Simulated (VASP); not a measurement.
# Bi in VASP: further runs, part 2 of 2

VASP 6.6.1.

### 4 Single point, PBE

File INCAR:

```
SYSTEM = Bi
ALGO     = Normal         ! electronic algorithm
DIPOL    = 0.5 0.5 0.500
EDIFF    = 1E-7           ! SCF threshold, eV
ENCUT    = 520            ! plane-wave cutoff, eV
GGA      = PE             ! functional
IDIPOL   = 3            
ISIF     = 2              ! what is computed and relaxed
ISMEAR   = 0              ! smearing method
LASPH    = .True.         ! aspherical terms in the spheres
LCHARG   = .True.         ! write CHGCAR
LDIPOL   = .True.       
LELF     = .True.         ! ELF
LREAL    = .False.        ! projectors in reciprocal space
LVACPOTAV= .True.       
LVHAR    = .True.       
LWAVE    = .False.        ! write WAVECAR
NBANDS   = 22             ! bands
NELM     = 80             ! most SCF steps
PREC     = Accurate       ! precision mode
SIGMA    = 0.02           ! smearing width, eV
```

File KPOINTS:

```
k-points
0
Gamma
  9 9 1
  0 0 0
```

File POSCAR:

```
Bi
1.0
    4.2090000000      0.0000000000      0.0000000000
   -2.1045000000      3.6451009245      0.0000000000
    0.0000000000      0.0000000000     28.0000000000
Bi
2
Direct
    0.3333333333      0.6666666667      0.5396071429
    0.6666666667      0.3333333333      0.4603928571
```

Potentials or basis: VASP PAW PBE potentials, release 64 (Bi_d).

Started as:

```console
$ cat potpaw_PBE.64/Bi_d/POTCAR > POTCAR
$ mpirun -np 1 vasp_std > vasp.out
```

OUTCAR:

```text
SYSTEM = Bi
   EDIFF = 1E-7
   ENCUT = 520
   GGA = PE
   ISIF = 2
   ISMEAR = 0
   LASPH = .True.
   LREAL = .False.
   NELM = 80
   PREC = Accurate

 ion  position               nearest neighbor table
   1  0.333  0.667  0.540-   2 3.29   2 3.29   2 3.29
   2  0.667  0.333  0.460-   1 3.29   1 3.29   1 3.29

  LATTYP: Found a hexagonal cell.
 ALAT       =     4.2090000000
 C/A-ratio  =     6.6524114992

  Lattice vectors:

 A1 = (   4.2090000000,   0.0000000000,   0.0000000000)
 A2 = (  -2.1045000000,   3.6451009245,   0.0000000000)
[... 478 lines left out ...]

  FORCE on cell =-STRESS in cart. coord.  units (eV):
  Direction    XX          YY          ZZ          XY          YZ          ZX
  --------------------------------------------------------------------------------------
  -------------------------------------------------------------------------------------
  Total       -1.8761094     -1.8761094     -4.2175593      0.0000000      0.0000000     -0.0000000
  in kB       -6.9971668     -6.9971668    -15.7298747      0.0000000      0.0000000     -0.0000000
  external PRESSURE =      -9.9080694 kB  Pullay stress =       0.0000000 kB

 VOLUME and BASIS-vectors are now :
 -----------------------------------------------------------------------------
  energy-cutoff  :      520.00
  volume of cell :      429.58
      direct lattice vectors                 reciprocal lattice vectors
     4.209000000  0.000000000  0.000000000     0.237586125  0.137170413  0.000000000
    -2.104500000  3.645100924  0.000000000     0.000000000  0.274340826  0.000000000
     0.000000000  0.000000000 28.000000000     0.000000000  0.000000000  0.035714286

 POSITION                                       TOTAL-FORCE (eV/Angst)
 -----------------------------------------------------------------------------------
     -0.00000      2.43007     15.10900         0.000000      0.000000     -1.886793
      2.10450      1.21503     12.89100        -0.000000      0.000000      1.886793
 -----------------------------------------------------------------------------------
    total drift:                                0.000000      0.000000     -0.000000

  FREE ENERGIE OF THE ION-ELECTRON SYSTEM (eV)
  ---------------------------------------------------
  free  energy   TOTEN  =        -6.9901243464 eV

  energy  without entropy=       -6.9901243464  energy(sigma->0) =       -6.99012435

 vacuum level on the upper side and lower side of the slab         1.675         1.675
```

OSZICAR:

```text
N       E                     dE             d eps       ncg     rms          rms(c)
DAV:   1     0.204008084220E+03    0.20401E+03   -0.13577E+04   720   0.100E+03
DAV:   2     0.851362385952E+01   -0.19549E+03   -0.19159E+03   612   0.273E+02
DAV:   3    -0.658718017713E+01   -0.15101E+02   -0.15024E+02   634   0.927E+01
[... 14 lines left out ...]
DAV:  18    -0.699012004693E+01   -0.12245E-04   -0.47079E-07   474   0.234E-03    0.232E-04
DAV:  19    -0.699012203812E+01   -0.19912E-05   -0.33252E-08   470   0.129E-03    0.943E-05
DAV:  20    -0.699012388984E+01   -0.18517E-05   -0.54021E-08   464   0.551E-04    0.543E-05
DAV:  21    -0.699012430173E+01   -0.41190E-06   -0.80731E-09   450   0.510E-04    0.266E-05
DAV:  22    -0.699012434635E+01   -0.44618E-07    0.27487E-09   412   0.223E-04
   1 F= -.69901243E+01 E0= -.69901243E+01  d E =-.903353E-13
```

Wall time 3 min (1 thread of AMD EPYC 7R13 (Zen 3), shared host); peak memory 0.49 GiB.

Results:

| Property | Result |
| --- | --- |
| Free energy | -6.9901 eV |
| Largest force | 1.887 eV/Å |
| Band gap on the k mesh | zero (bands 15 and 16 overlap by 0.62 eV) |
| Work function of the upper face | 3.52 eV |
| Work function of the lower face | 3.52 eV |

Forces on the atoms (eV/Å):
```
Bi   0.000  0.000 -1.887
Bi   0.000  0.000  1.887
```

Caveat: spin-orbit coupling is left out, which moves the levels of the heavy elements.

### 5 Single point, PBE

File INCAR:

```
SYSTEM = Bi
ALGO = Normal
DIPOL = 0.5 0.5 0.500
EDIFF = 1E-6
ENCUT = 520
GGA = PE
IDIPOL = 3
ISIF = 2
ISMEAR = 0
LASPH = .True.
LCHARG = .True.
LDIPOL = .True.
LELF = .True.
LREAL = .False.
LVACPOTAV = .True.
LVHAR = .True.
LWAVE = .False.
NBANDS = 22
NELM = 80
PREC = Accurate
SIGMA = 0.02
```

KPOINTS is that of step 4.

File POSCAR:

```
Bi
1.0
    4.2090000000      0.0000000000      0.0000000000
   -2.1045000000      3.6451009245      0.0000000000
    0.0000000000      0.0000000000     28.0000000000
Bi
2
Direct
    0.3333333333      0.6666666667      0.5066071429
    0.6666666667      0.3333333333      0.4933928571
```

Potentials or basis: VASP PAW PBE potentials, release 64 (Bi_d).

Started as:

```console
$ cat potpaw_PBE.64/Bi_d/POTCAR > POTCAR
$ mpirun -np 1 vasp_std > vasp.out
```

OUTCAR:

```text
SYSTEM = Bi
   EDIFF = 1E-6
   ENCUT = 520
   GGA = PE
   ISIF = 2
   ISMEAR = 0
   LASPH = .True.
   LREAL = .False.
   NELM = 80
   PREC = Accurate

 ion  position               nearest neighbor table
   1  0.333  0.667  0.507-   2 2.46   2 2.46   2 2.46
   2  0.667  0.333  0.493-   1 2.46   1 2.46   1 2.46

  LATTYP: Found a hexagonal cell.
 ALAT       =     4.2090000000
 C/A-ratio  =     6.6524114992

  Lattice vectors:

 A1 = (   4.2090000000,   0.0000000000,   0.0000000000)
 A2 = (  -2.1045000000,   3.6451009245,   0.0000000000)
 A3 = (   0.0000000000,   0.0000000000,  28.0000000000)

Analysis of symmetry for initial positions (statically):
=====================================================================
 Subroutine PRICEL returns:
 Original cell was already a primitive cell.

 Routine SETGRP: Setting up the symmetry group for a
 hexagonal supercell.

 Subroutine GETGRP returns: Found 12 space group operations
 (whereof 12 operations were pure point group operations)
 out of a pool of 24 trial point group operations.

The static configuration has the point symmetry D_3d.

Analysis of symmetry for dynamics (positions and initial velocities):
=====================================================================
 Subroutine PRICEL returns:
 Original cell was already a primitive cell.

 Routine SETGRP: Setting up the symmetry group for a
 hexagonal supercell.

 Subroutine GETGRP returns: Found 12 space group operations
 (whereof 12 operations were pure point group operations)
 out of a pool of 24 trial point group operations.

The dynamic configuration has the point symmetry D_3d.

 Subroutine INISYM returns: Found 12 space group operations
 (whereof 12 operations are pure point group operations),
 and found     1 'primitive' translations

----------------------------------------------------------------------------------------

                                     Primitive cell

  volume of cell :     429.5824
[... 96 lines left out ...]
     AMIX_MAG =   1.60;   BMIX_MAG =  1.00
  volume/ion in A,a.u.               =     214.79      1449.48
  Fermi-wavevector in a.u.,A,eV,Ry     =   0.674165  1.273988  6.183833  0.454499
  Thomas-Fermi vector in A             =   1.750802
   LORBIT       =      0    0 simple, 1 ext, 2 COOP (PROOUT), +10 PAW based schemes
   GGA     = PE    functional components
   LHFCALC =     F    Hartree Fock is set to
   AEXX    =    0.0000 exact exchange contribution
   IVDW    =     0    specifies the selected vdW correction
   LEPSILON=     F    determine dielectric tensor
   LRPA    =     F    only Hartree local field effects (RPA)
 non-spin polarized calculation
 Gauss-broadening in eV      SIGMA  =   0.02
  energy-cutoff  :      520.00
  volume of cell :      429.58
 maximum number of plane-waves:     11604
 NGX is ok and might be reduce to    32
   NGX = 15   NGY = 15   NGZ =105

 number of electron      30.0000000 magnetization

 dipolmoment           0.000000      0.000000     -0.000000 electrons x Angstroem

 Free energy of the ion-electron system (eV)
  ---------------------------------------------------
  ext. energy  EPLUGINS =         0.00000000
  ---------------------------------------------------
  free energy    TOTEN  =        -1.42607802 eV

  energy without entropy =       -1.42440501  energy(sigma->0) =       -1.42524152

 E-fermi :  -1.8771     XC(G=0):  -1.8156

 val. band max:       -1.9538294587   @ k =   0.4444   0.1111   0.0000
 cond. band min:      -1.8770849226   @ k =   0.2222   0.1111   0.0000
 fundamental gap:      0.0767445361
 Fermi energy:        -1.8770878849

 k-point     1 :       0.0000    0.0000    0.0000
  band No.  band energies     occupation
      1     -26.4576      2.00000
      2     -26.4576      2.00000
      3     -26.2389      2.00000
      4     -26.0872      2.00000
      5     -26.0872      2.00000
      6     -25.4201      2.00000
[... 289 lines left out ...]
     21       3.7125      0.00000
     22       4.9982      0.00000

------------------------ aborting loop because EDIFF is reached ----------------------------------------

  FORCE on cell =-STRESS in cart. coord.  units (eV):
  Direction    XX          YY          ZZ          XY          YZ          ZX
  --------------------------------------------------------------------------------------
  -------------------------------------------------------------------------------------
  Total       30.2065814     30.2065814      1.2867137     -0.0000000     -0.0000000      0.0000000
  in kB      112.6589360    112.6589360      4.7989474     -0.0000000     -0.0000000      0.0000000
  external PRESSURE =      76.7056065 kB  Pullay stress =       0.0000000 kB

 VOLUME and BASIS-vectors are now :
 -----------------------------------------------------------------------------
  energy-cutoff  :      520.00
  volume of cell :      429.58
      direct lattice vectors                 reciprocal lattice vectors
     4.209000000  0.000000000  0.000000000     0.237586125  0.137170413  0.000000000
    -2.104500000  3.645100924  0.000000000     0.000000000  0.274340826  0.000000000
     0.000000000  0.000000000 28.000000000     0.000000000  0.000000000  0.035714286

 POSITION                                       TOTAL-FORCE (eV/Angst)
 -----------------------------------------------------------------------------------
     -0.00000      2.43007     14.18500        -0.000000      0.000000      3.573124
      2.10450      1.21503     13.81500         0.000000     -0.000000     -3.573124
 -----------------------------------------------------------------------------------
    total drift:                               -0.000000      0.000000     -0.000000

  FREE ENERGIE OF THE ION-ELECTRON SYSTEM (eV)
  ---------------------------------------------------
  free  energy   TOTEN  =        -1.4260780245 eV

  energy  without entropy=       -1.4244050087  energy(sigma->0) =       -1.42524152

 vacuum level on the upper side and lower side of the slab         1.717         1.717
```

It took 2.9 min on 1 thread of AMD EPYC 7R13 (Zen 3), shared host; peak memory 0.48 GiB.

What came out:

- Free energy: -1.4261 eV
- Largest force: 3.573 eV/Å
- Band gap on the k mesh: zero (bands 15 and 16 overlap by 0.50 eV)

Forces on the atoms (eV/Å):
```
Bi   0.000  0.000  3.573
Bi   0.000  0.000 -3.573
```

Caveat: spin-orbit coupling is left out, which moves the levels of the heavy elements.

### 6 Single point, PBE

File INCAR:

```
  ALGO = Normal
  DIPOL = 0.5 0.5 0.500
  EDIFF = 1E-7
  ENCUT = 520
  GGA = PE
  IDIPOL = 3
  ISIF = 2
  ISMEAR = 0
  LASPH = True
  LCHARG = False
  LDIPOL = True
  LREAL = False
  LWAVE = False
  NBANDS = 22
  NELM = 60
  PREC = Accurate
  SIGMA = 0.02
```

File KPOINTS:

```
k-points
0
Gamma
  9 9 1
```

File POSCAR:

```
Bi
1.0
    4.2090000000      0.0000000000      0.0000000000
   -2.1045000000      3.6451009245      0.0000000000
    0.0000000000      0.0000000000     28.0000000000
Bi
2
Direct
    0.3333333333      0.6666666667      0.5198035714
    0.6666666667      0.3333333333      0.4801964286
```

Potentials or basis: VASP PAW PBE potentials, release 64 (Bi_d).

Started as:

```console
$ cat potpaw_PBE.64/Bi_d/POTCAR > POTCAR
$ mpirun -np 1 vasp_std > vasp.out
```

OUTCAR:

```text
EDIFF = 1E-7
   ENCUT = 520
   GGA = PE
   ISIF = 2
   ISMEAR = 0
   LASPH = True
   LREAL = False
   NELM = 60
   PREC = Accurate

 ion  position               nearest neighbor table
   1  0.333  0.667  0.520-   2 2.67   2 2.67   2 2.67
   2  0.667  0.333  0.480-   1 2.67   1 2.67   1 2.67

  LATTYP: Found a hexagonal cell.
 ALAT       =     4.2090000000
 C/A-ratio  =     6.6524114992

  Lattice vectors:

[... 479 lines left out ...]
 vacuum level on the upper side and lower side of the slab       (xc-potential included)        -0.007        -0.007

  FORCE on cell =-STRESS in cart. coord.  units (eV):
  Direction    XX          YY          ZZ          XY          YZ          ZX
  --------------------------------------------------------------------------------------
  -------------------------------------------------------------------------------------
  Total       11.3043341     11.3043341      6.2604043      0.0000000      0.0000000      0.0000000
  in kB       42.1608205     42.1608205     23.3489014      0.0000000      0.0000000      0.0000000
  external PRESSURE =      35.8901808 kB  Pullay stress =       0.0000000 kB

 VOLUME and BASIS-vectors are now :
 -----------------------------------------------------------------------------
  energy-cutoff  :      520.00
  volume of cell :      429.58
      direct lattice vectors                 reciprocal lattice vectors
     4.209000000  0.000000000  0.000000000     0.237586125  0.137170413  0.000000000
    -2.104500000  3.645100924  0.000000000     0.000000000  0.274340826  0.000000000
     0.000000000  0.000000000 28.000000000     0.000000000  0.000000000  0.035714286

 POSITION                                       TOTAL-FORCE (eV/Angst)
 -----------------------------------------------------------------------------------
     -0.00000      2.43007     14.55450        -0.000000      0.000000      5.676134
      2.10450      1.21503     13.44550         0.000000     -0.000000     -5.676134
 -----------------------------------------------------------------------------------
    total drift:                               -0.000000      0.000000     -0.000000

  FREE ENERGIE OF THE ION-ELECTRON SYSTEM (eV)
  ---------------------------------------------------
  free  energy   TOTEN  =        -5.4300450001 eV

  energy  without entropy=       -5.4299536938  energy(sigma->0) =       -5.42999935

 vacuum level on the upper side and lower side of the slab         1.759         1.759
```

It took 3.5 min on 1 thread of AMD EPYC 7R13 (Zen 3), shared host; peak memory 0.49 GiB.

What came out:

```yaml
Free_energy: -5.4300 eV
Largest_force: 5.676 eV/Å
```

Forces in eV/Å, atoms in the order of the input:
```
Bi   0.000  0.000  5.676
Bi   0.000  0.000 -5.676
```

Caveat: spin-orbit coupling is left out, which moves the levels of the heavy elements.

### 7 Summary

```tsv
cell	gap on the mesh (eV)	largest force (eV/Å)
as given, atomic positions A	none	6.05
as given, atomic positions B	0.64	2.82
as given, atomic positions C	none	1.89
as given, atomic positions D	none	3.57
as given, atomic positions E	-	5.68
```

Alike in all rows: task single point; level PBE; potentials or basis VASP PAW PBE potentials, release 64 (Bi_d); no spin polarisation; k mesh 9 × 9 × 1; cutoff (eV) 520; smearing gaussian 0.02 eV.

Caveats: spin-orbit coupling is left out, which moves the levels of the heavy elements.

Absolute energies hang on the potentials; compare differences alone.

The gap in the log of VASP goes by the Fermi energy; the results here count the filled bands.